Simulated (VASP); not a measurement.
# TiN (Fm-3m) in VASP: elastic constants with PBEsol

Aim: the elastic constants of TiN with PBEsol.

Everything below comes from runs of VASP 6.6.1. Logs are shortened: lines on timing, memory, paths and dates and some standing lists are left out, and cuts for length are marked.

### 1 The cell of the first run

The structure is cubic, space group Fm-3m (No. 225). The conventional cell has a = 4.205 Å, b = 4.205 Å, c = 4.205 Å, α = 90.00°, β = 90.00°, γ = 90.00°. Within 2.8 Å of Ti (site symmetry m-3m) lie 6 N at 2.10 Å. N (site symmetry m-3m) has 6 Ti at 2.10 Å within 2.8 Å.

### 2 Elastic constants, PBEsol

Contents of INCAR:

```
  PREC = Accurate
  ENCUT = 600
  EDIFF = 1E-8
  ISMEAR = -1
  SIGMA = 0.1
  LREAL = F
  LASPH = T
  NELM = 80
  ALGO = Normal
  ISIF = 3
  LWAVE = F
  LCHARG = F
  GGA = PS
  IBRION = 6
  NFREE = 2
  POTIM = 0.015
  NSW = 1
```

Contents of KPOINTS:

```
regular mesh
0
Gamma
  18 18 18
```

Contents of POSCAR:

```
TiN
1.0
    0.0000000000      2.1022955383      2.1022955383
    2.1022955383      0.0000000000      2.1022955383
    2.1022955383      2.1022955383      0.0000000000
Ti N
1 1
Direct
    0.0000000000      0.0000000000      0.0000000000
    0.5000000000      0.5000000000      0.5000000000
```

Potentials or basis: VASP PAW PBE potentials, release 64 (Ti_sv, N).

Launch:

```bash
$ cat potpaw_PBE.64/Ti_sv/POTCAR potpaw_PBE.64/N/POTCAR > POTCAR
$ mpirun -np 1 vasp_std > vasp.out
```

OUTCAR:

```text
PREC = Accurate
   ENCUT = 600
   EDIFF = 1E-8
   ISMEAR = -1
   LREAL = F
   LASPH = T
   NELM = 80
   ISIF = 3
   GGA = PS
   IBRION = 6
   NFREE = 2
   POTIM = 0.015
   NSW = 1

 ion  position               nearest neighbor table
   1  0.000  0.000  0.000-   2 2.10   2 2.10   2 2.10   2 2.10   2 2.10   2 2.10
   2  0.500  0.500  0.500-   1 2.10   1 2.10   1 2.10   1 2.10   1 2.10   1 2.10

  LATTYP: Found a face centered cubic cell.
 ALAT       =     4.2045910766

  Lattice vectors:

 A1 = (   0.0000000000,   2.1022955383,   2.1022955383)
 A2 = (   2.1022955383,   0.0000000000,   2.1022955383)
 A3 = (   2.1022955383,   2.1022955383,   0.0000000000)

Analysis of symmetry for initial positions (statically):
=====================================================================
 Subroutine PRICEL returns:
 Original cell was already a primitive cell.

 Routine SETGRP: Setting up the symmetry group for a
 face centered cubic supercell.

 Subroutine GETGRP returns: Found 48 space group operations
 (whereof 48 operations were pure point group operations)
 out of a pool of 48 trial point group operations.

The static configuration has the point symmetry O_h .

Analysis of symmetry for dynamics (positions and initial velocities):
=====================================================================
 Subroutine PRICEL returns:
 Original cell was already a primitive cell.

 Routine SETGRP: Setting up the symmetry group for a
 face centered cubic supercell.

 Subroutine GETGRP returns: Found 48 space group operations
 (whereof 48 operations were pure point group operations)
 out of a pool of 48 trial point group operations.

The dynamic configuration has the point symmetry O_h .

 Subroutine INISYM returns: Found 48 space group operations
 (whereof 48 operations are pure point group operations),
 and found     1 'primitive' translations

----------------------------------------------------------------------------------------

                                     Primitive cell

  volume of cell :      18.5828

  direct lattice vectors                    reciprocal lattice vectors
     0.000000000  2.102295538  2.102295538    -0.237835257  0.237835257  0.237835257
     2.102295538  0.000000000  2.102295538     0.237835257 -0.237835257  0.237835257
     2.102295538  2.102295538  0.000000000     0.237835257  0.237835257 -0.237835257

  length of vectors
     2.973094862  2.973094862  2.973094862     0.411942749  0.411942749  0.411942749

  position of ions in fractional coordinates (direct lattice)
     0.000000000  0.000000000  0.000000000
     0.500000000  0.500000000  0.500000000

  ion indices of the primitive-cell ions
   primitive index   ion index
                 1           1
                 2           2

----------------------------------------------------------------------------------------

 KPOINTS: regular mesh

Automatic generation of k-mesh.
 Grid dimensions read from file:
 generate k-points for:   18   18   18

 Generating k-lattice:

  Cartesian coordinates                     Fractional coordinates (reciprocal lattice)
    -0.013213070  0.013213070  0.013213070     0.055555556  0.000000000  0.000000000
[... 111 lines left out ...]
  FORCE on cell =-STRESS in cart. coord.  units (eV):
  Direction    XX          YY          ZZ          XY          YZ          ZX
  --------------------------------------------------------------------------------------
  -------------------------------------------------------------------------------------
  Total        0.0432965      0.0432965      0.0432965      0.0000000      0.0000000     -0.0000000
  in kB        3.7329454      3.7329454      3.7329454      0.0000000      0.0000000     -0.0000000
  external PRESSURE =       3.7329454 kB  Pullay stress =       0.0000000 kB
[... 89 lines left out ...]
  FREE ENERGIE OF THE ION-ELECTRON SYSTEM (eV)
  ---------------------------------------------------
  free  energy   TOTEN  =       -20.7855758493 eV

  energy  without entropy=      -20.7590847274  energy(sigma->0) =      -20.77233029

[... ionic steps 4 to 14 ...]

--------------------------------------- Ionic step       15  -------------------------------------------

 number of electron      16.9999999 magnetization

------------------------ aborting loop because EDIFF is reached ----------------------------------------
[... 67 lines left out ...]
--------------------------------------- Ionic step       17  -------------------------------------------

 number of electron      16.9999998 magnetization

 Free energy of the ion-electron system (eV)
  ---------------------------------------------------
  ext. energy  EPLUGINS =         0.00000000
  ---------------------------------------------------
  free energy    TOTEN  =       -20.79384906 eV

  energy without entropy =      -20.76684011  energy(sigma->0) =      -20.78034458

 E-fermi :  11.6629     XC(G=0): -13.3687

 val. band max:       11.6330220945   @ k =   0.0000  -0.1667   0.1111
 cond. band min:      11.6758087860   @ k =   0.4444   0.2222   0.1111
 fundamental gap:      0.0427866915
 Fermi energy:        11.6629358442

 k-point     1 :       0.0000    0.0000    0.0000
  band No.  band energies     occupation
      1     -45.8967      2.00000
      2     -21.9569      2.00000
      3     -21.9566      2.00000
      4     -21.9566      2.00000
      5      -5.5315      2.00000
      6       9.6112      2.00000
      7       9.6112      2.00000
      8       9.6115      2.00000
      9      11.0182      1.99684
     10      11.0258      1.99659
     11      11.0258      1.99659
     12      12.2692      0.00464
[... 331 lines left out ...]
 k-point    24 :      -0.2222    0.0556    0.0000
  band No.  band energies     occupation
      1     -45.8420      2.00000
      2     -22.3102      2.00000
      3     -22.0103      2.00000
      4     -21.9767      2.00000
      5      -4.4303      2.00000
      6       6.0888      2.00000
      7       7.1594      2.00000
      8       7.4808      2.00000
      9      11.9097      0.15627
     10      12.1353      0.01760
     11      12.6410      0.00011
     12      14.7397      0.00000

 [... further k-points ...]

------------------------ aborting loop because EDIFF is reached ----------------------------------------

  FORCE on cell =-STRESS in cart. coord.  units (eV):
  Direction    XX          YY          ZZ          XY          YZ          ZX
  --------------------------------------------------------------------------------------
  -------------------------------------------------------------------------------------
  Total        0.0560647      0.0438955      0.0438955      0.0000000      0.0000000      0.0000000
  in kB        4.8337994      3.7845981      3.7845981      0.0000000      0.0000000      0.0000000
  external PRESSURE =       4.1343319 kB  Pullay stress =       0.0000000 kB
[... 17 lines left out ...]
  FREE ENERGIE OF THE ION-ELECTRON SYSTEM (eV)
  ---------------------------------------------------
  free  energy   TOTEN  =       -20.7938490564 eV

  energy  without entropy=      -20.7668401076  energy(sigma->0) =      -20.78034458

 INTERNAL STRAIN TENSORS FROM STRAINED CELLS
 ============================================

 INTERNAL STRAIN TENSOR FOR ION    1 for displacements in x,y,z  (eV/Angst):
          X           Y           Z          XY          YZ          ZX
  --------------------------------------------------------------------------------
  x     0.00000    -0.00000    -0.00000    -0.00000     0.00000     0.00000
  y    -0.00000     0.00000     0.00000    -0.00000     0.00000     0.00000
  z     0.00000     0.00000     0.00000     0.00000     0.00000    -0.00000

 INTERNAL STRAIN TENSORS FROM DISPLACED ATOMS
 ============================================

 INTERNAL STRAIN TENSOR FOR ION    1 for displacements in x,y,z  (eV/Angst):
          X           Y           Z          XY          YZ          ZX
  --------------------------------------------------------------------------------
  x     0.00000     0.00000     0.00000     0.00000     0.00000     0.00000
  y     0.00000     0.00000     0.00000     0.00000     0.00000     0.00000
  z     0.00000     0.00000     0.00000     0.00000     0.00000     0.00000

 INTERNAL STRAIN TENSOR FOR ION    2 for displacements in x,y,z  (eV/Angst):
          X           Y           Z          XY          YZ          ZX
  --------------------------------------------------------------------------------
  x     0.00000     0.00000     0.00000     0.00000     0.00000     0.00000
  y     0.00000     0.00000     0.00000     0.00000     0.00000     0.00000
  z     0.00000     0.00000     0.00000     0.00000     0.00000     0.00000

 Eigenvectors and eigenvalues of the dynamical matrix
 ----------------------------------------------------

   1 f  =   16.019978 THz   100.656491 2PiTHz  534.368948 cm-1    66.253276 meV
             X         Y         Z           dx          dy          dz
      0.000000  0.000000  0.000000    -0.475670    0.000000    0.000000
      2.102296  2.102296  2.102296     0.879624    0.000000    0.000000
[... 21 lines left out ...]
   6 f/i=    0.000095 THz     0.000597 2PiTHz    0.003167 cm-1     0.000393 meV
             X         Y         Z           dx          dy          dz
      0.000000  0.000000  0.000000     0.000000    0.000000    0.879624
      2.102296  2.102296  2.102296     0.000000    0.000000    0.475670

--------------------------------------------------------------------------------------------------------

 ELASTIC MODULI CONTR FROM IONIC RELAXATION (kBar)
 Direction    XX          YY          ZZ          XY          YZ          ZX
 --------------------------------------------------------------------------------
 XX           0.0000      0.0000      0.0000      0.0000      0.0000      0.0000
 YY           0.0000      0.0000      0.0000      0.0000      0.0000      0.0000
 ZZ           0.0000      0.0000      0.0000      0.0000      0.0000      0.0000
 XY           0.0000      0.0000      0.0000      0.0000      0.0000      0.0000
 YZ           0.0000      0.0000      0.0000      0.0000      0.0000      0.0000
 ZX           0.0000      0.0000      0.0000      0.0000      0.0000      0.0000
 --------------------------------------------------------------------------------

 TOTAL ELASTIC MODULI (kBar)
 Direction    XX          YY          ZZ          XY          YZ          ZX
 --------------------------------------------------------------------------------
 XX        6439.4439   1273.2785   1273.2785      0.0000     -0.0000     -0.0000
 YY        1273.2785   6439.4439   1273.2785      0.0000      0.0000      0.0000
 ZZ        1273.2785   1273.2785   6439.4439     -0.0000     -0.0000     -0.0000
 XY           0.0000      0.0000     -0.0000   1691.7696      0.0000      0.0000
 YZ          -0.0000      0.0000     -0.0000      0.0000   1691.7696      0.0000
 ZX          -0.0000      0.0000     -0.0000      0.0000      0.0000   1691.7696
 --------------------------------------------------------------------------------
```

Wall time 20 min (1 thread of Intel Xeon 6975P-C (Granite Rapids), shared host); peak memory 0.83 GiB.

Results:

| Item | Value |
| --- | --- |
| Elastic constants C11, C12, C44 | 644, 127, 169 GPa |
| Voigt bulk modulus | 300 GPa |
| Highest phonon frequency at Γ | 534 cm⁻¹ |

Phonon frequencies in cm⁻¹ (negative: imaginary):
```tsv
q point	frequencies
(0.000, 0.000, 0.000)	0 0 0 534 534 534
```

Elastic tensor in Voigt notation (GPa, in the Cartesian axes of the cell as first typed):
```
644 127 127   0   0   0
127 644 127   0   0   0
127 127 644   0   0   0
  0   0   0 169   0   0
  0   0   0   0 169   0
  0   0   0   0   0 169
```

Clamped-ion elastic tensor (GPa):
```
644 127 127   0   0   0
127 644 127   0   0   0
127 127 644   0   0   0
  0   0   0 169   0   0
  0   0   0   0 169   0
  0   0   0   0   0 169
```

Caveat: the PAW data sets were made with another functional, which shifts forces and pressure a little.
